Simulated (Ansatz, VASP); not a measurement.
**One calculation of Co, two programs**

```xyz
2
Lattice="0.0000 2.4571 2.4571 2.4571 0.0000 2.4571 2.4571 2.4571 0.0000" Properties=species:S:1:pos:R:3 pbc="T T T"
Co    0.6143    0.6143    0.6143
Co    4.2999    4.2999    4.2999
```

Alike in both runs: task single point; functional PBEsol; k mesh 13 × 13 × 13; occupations fermi-dirac, width 0.05 eV; collinear spin.

|  | VASP | Ansatz |
| --- | --- | --- |
| version | VASP 6.6.1 | Ansatz 0.2.0 |
| potentials or method | VASP PAW PBE potentials, release 64 (Co), cutoff 520 eV | plane waves (420 eV) with PAW, scalar-relativistic |
| valence electrons in the cell | 18 | 34 |

```tsv
	VASP	Ansatz	Ansatz less VASP
pressure (GPa)	-5.8	-4.9	+0.91
net moment per atom (μB)	0.51	0.48	-0.031
size of the moment on the site where the two differ most (μB)	0.49	0.47	-0.024
```

VASP's potentials were made for PBE, not for PBEsol, and Ansatz warns of the same on its side. Site moments also hang on the region over which each program counts them. The functional is the same, so the differences come from potentials, cutoffs and numerics. VASP's potentials hold 18 valence electrons a cell and Ansatz's 34, so a difference there can come from the potentials and not from the codes.
